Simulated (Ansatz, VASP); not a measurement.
# Two plane-wave programs on In2Ge2O3

```
In Ge O
1.0
     5.22533    0.00000    0.00000
    -2.61267    4.52527    0.00000
     0.00000    0.00000    7.95257
In Ge O
2 2 3
Direct
  0.00000 0.00000 0.26951
  0.00000 0.00000 0.73049
  0.33333 0.66667 0.61204
  0.66667 0.33333 0.38796
  0.65461 0.00000 0.50000
  0.00000 0.65461 0.50000
  0.34539 0.34539 0.50000
```

Alike in both runs: functional PBE; k mesh 6 × 6 × 4; no spin polarisation.

Ansatz relaxed the structure, and its values are those at the end. VASP's run is a single point on that final structure, the one shown.

|  | VASP | Ansatz |
| --- | --- | --- |
| version | VASP 6.6.1 | Ansatz 0.2.0 |
| potentials or method | VASP PAW PBE potentials, release 64 (In_d, Ge_d, O), cutoff 520 eV | scalar-relativistic, plane waves, PAW |
| occupations | gaussian, width 0.01 eV | fixed |
| valence electrons in the cell | 72 | 72 |

VASP gave:

- gap on the k mesh at the Fermi level (eV): 1.45
- least direct gap on the mesh (eV): 2.01
- pressure (GPa): 0.0
- rms of the force components (eV/Å): 0.019

Task: Estimate Ansatz's values.

Result: gap on the k mesh at the Fermi level (eV): 1.46; least direct gap on the mesh (eV): 2.02; pressure (GPa): 0.0; rms of the force components (eV/Å): 0.000.
